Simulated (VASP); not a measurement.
The system is HfSi2B4.

```
Hf Si B
1.0
     3.13000    0.00000    0.00000
    -1.56500    2.71066    0.00000
     0.00000    0.00000    9.50000
Hf Si B
1 2 4
Direct
  0.00000 0.00000 0.00000
  0.00000 0.00000 0.62200
  0.00000 0.00000 0.37800
  0.66667 0.33333 0.18500
  0.33333 0.66667 0.18500
  0.33333 0.66667 0.81500
  0.66667 0.33333 0.81500
```

```yaml
Program: VASP 6.6.1
Task: relaxation of cell and atoms
Functional: PBE
Potentials_or_basis: VASP PAW PBE potentials, release 64 (Hf_pv, Si, B)
Cutoff: 600 eV
k_mesh: 6 × 6 × 2
Occupations: gaussian, width 0.2 eV
Spin: no spin polarisation
```

At the start: pressure -5.6 GPa; volume 11.51 Å³/atom.

Question: Where does the relaxation end?

Answer: Over 6 steps the energy falls by 42.7 meV/atom and the volume is 11.09 Å³/atom (-3.7 %); space group P6/mmm (No. 191, to 0.1 Å) before and after.

Step by step:
```csv
step,energy change (eV),largest force (eV/Å),pressure (GPa),volume (Å³)
1,0.0000,1.1638,-5.64,80.60
2,-0.2493,0.4721,4.20,75.88
3,-0.2609,0.5764,2.25,76.66
4,-0.2944,0.2043,-0.41,77.88
5,-0.2955,0.1434,-0.93,78.15
6,-0.2989,0.0040,0.25,77.61
```

Final structure:
```
CELL_PARAMETERS angstrom
3.03805 0.00000 0.00000
-1.51903 2.63103 0.00000
0.00000 0.00000 9.70895
ATOMIC_POSITIONS crystal
Hf 0.00000 0.00000 0.00000
Si 0.00000 0.00000 0.63229
Si 0.00000 0.00000 0.36771
B 0.66667 0.33333 0.18632
B 0.33333 0.66667 0.18632
B 0.33333 0.66667 0.81368
B 0.66667 0.33333 0.81368
```

Caveat: the k points lie up to 0.40 Å⁻¹ apart in the final cell, too coarse for converged energies and pressures of a metal.
